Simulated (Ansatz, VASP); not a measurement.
# Two plane-wave programs on BaZrO3

INCAR

```
PREC     = Accurate       # precision mode
ENCUT    = 600            # plane-wave cutoff, eV
EDIFF    = 1E-6           # SCF threshold, eV
ISMEAR   = 0              # smearing method
SIGMA    = 0.01           # smearing width, eV
LREAL    = F              # projectors in reciprocal space
LASPH    = T              # aspherical terms in the spheres
NELM     = 120            # most SCF steps
ALGO     = Normal         # electronic algorithm
ISIF     = 2              # what is computed and relaxed
LWAVE    = F              # write WAVECAR
LCHARG   = F              # write CHGCAR
GGA      = PS             # functional
NBANDS   = 28             # bands
GGA_COMPAT= F
```

Contents of KPOINTS:

```
regular mesh
0
Gamma
  6 6 6
```

Contents of POSCAR:

```
BaZrO3
1.0
    4.1913400000      0.0000000000      0.0000000000
    0.0000000000      4.1913400000      0.0000000000
    0.0000000000      0.0000000000      4.1913400000
Ba Zr O
1 1 3
Direct
    0.0000000000      0.0000000000      0.0000000000
    0.5000000000      0.5000000000      0.5000000000
    0.0000000000      0.5000000000      0.5000000000
    0.5000000000      0.0000000000      0.5000000000
    0.5000000000      0.5000000000      0.0000000000
```

Input for Ansatz:

```yaml
crystal:
  lattice:
    - [4.19134, 0.0, 0.0]
    - [0.0, 4.19134, 0.0]
    - [0.0, 0.0, 4.19134]
  atoms:
    - { symbol: Ba, position: [0.0, 0.0, 0.0] }
    - { symbol: Zr, position: [0.5, 0.5, 0.5] }
    - { symbol: O, position: [0.0, 0.5, 0.5] }
    - { symbol: O, position: [0.5, 0.0, 0.5] }
    - { symbol: O, position: [0.5, 0.5, 0.0] }
basis:
  ecutwfc: 550.0
kpoints:
  mp_grid:
    grid: [6, 6, 6]
hamiltonian:
  xc: pbesol
  pseudopotentials:
    kind: paw
scf:
  occupations:
    method: fixed
output:
  optics:
    de: 0.05
    sigma: 0.2
    nscf_kmesh:
      grid: [6, 6, 6]
    bands:
      spectra_wanted_up_to: 10.0
```

Alike in both runs: task single point; functional PBEsol; k mesh 6 × 6 × 6; no spin polarisation.

|  | VASP | Ansatz |
| --- | --- | --- |
| version | VASP 6.6.1 | Ansatz 0.2.0 |
| potentials or method | VASP PAW PBE potentials, release 64 (Ba_sv, Zr_sv, O), cutoff 600 eV | plane waves, PAW |
| occupations | gaussian, width 0.01 eV | fixed |
| valence electrons in the cell | 40 | 40 |

|  | VASP | Ansatz | Ansatz less VASP |
| --- | --- | --- | --- |
| gap on the k mesh at the Fermi level (eV) | 3.11 | 3.16 | +0.050 |

VASP's potentials were made for PBE, not for PBEsol.

Spin-orbit coupling is off throughout.
